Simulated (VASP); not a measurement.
A run of VASP 6.6.1:

INCAR

```
SYSTEM = Be5ZnSe6
  PREC = Accurate
  ENCUT = 520
  EDIFF = 1E-7
  ISMEAR = 0
  SIGMA = 0.1
  LREAL = .FALSE.
  LASPH = .TRUE.
  NELM = 60
  ALGO = Normal
  ISIF = 2
  LWAVE = .FALSE.
  LCHARG = .FALSE.
  GGA = PE
  NBANDS = 41
```

The input KPOINTS:

```
regular mesh
0
G
  6 6 1
  0 0 0
```

Contents of POSCAR:

```
Be5ZnSe6
1.0
    3.7236691000      0.0000000000      0.0000000000
   -1.8618346000      3.2247921000      0.0000000000
    0.0000000000      0.0000000000     18.3308759000
Be Zn Se
5 1 6
Direct
    0.3333333000      0.6666667000      0.0044610000
    0.6666667000      0.3333333000      0.8426150000
    0.3333333000      0.6666667000      0.4907930000
    0.6666667000      0.3333333000      0.3285970000
    0.0000000000      0.0000000000      0.1665350000
    0.0000000000      0.0000000000      0.6642040000
    0.3333333000      0.6666667000      0.8822180000
    0.6666667000      0.3333333000      0.7210320000
    0.0000000000      0.0000000000      0.5302940000
    0.3333333000      0.6666667000      0.3684960000
    0.6666667000      0.3333333000      0.2064110000
    0.0000000000      0.0000000000      0.0443440000
```

Potentials or basis: VASP PAW PBE potentials, release 64 (Be, Zn, Se).

Command:

```sh
$ cat potpaw_PBE.64/Be/POTCAR potpaw_PBE.64/Zn/POTCAR potpaw_PBE.64/Se/POTCAR > POTCAR
$ mpirun -np 1 vasp_std > vasp.out
```

Hardware: 1 thread of Intel(R) Xeon(R) Platinum 8488C (Sapphire Rapids), with other jobs on the host.

Task: Estimate the wall time of this run.

Result: Run time: 69 s on 1 thread of Intel(R) Xeon(R) Platinum 8488C (Sapphire Rapids), with other jobs on the host, peak memory 0.34 GiB. Counts: scf iterations 16, k points 7.
